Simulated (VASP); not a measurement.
Runs of VASP 6.6.1 on C. The structure is that of space group Fd-3m (No. 227), or close to it. The cells are those of the table. 

```tsv
cell	gap on the mesh (eV)	pressure (GPa)
a = 2.491 Å, angles 60.0, 60.0, 90.0°, 2 atoms	4.46	14.4
a = 2.521 Å, angles 60.0, 60.0, 90.0°, 2 atoms	4.38	-2.6
a = 2.500 Å, angles 60.0, 60.0, 90.0°, 2 atoms	4.44	9.4
a = 2.514 Å, angles 60.0, 60.0, 90.0°, 2 atoms	4.40	(b)
a = 2.505 Å, angles 60.0, 60.0, 90.0°, 2 atoms	4.42	(a)
```

Alike in all rows: task single point; level r2SCAN; potentials or basis VASP PAW PBE potentials, release 64 (C_h); no spin polarisation; k mesh 12 × 12 × 12; cutoff (eV) 1430; smearing gaussian 0.01 eV.

**Question.** Fill in the values left out.

**Answer.** (a) 6.4; (b) 1.4.

Caveats: the PAW data sets were made with another functional, which shifts forces and pressure a little; the cell stands under pressure (at least some runs).

A k mesh can miss the band edges.
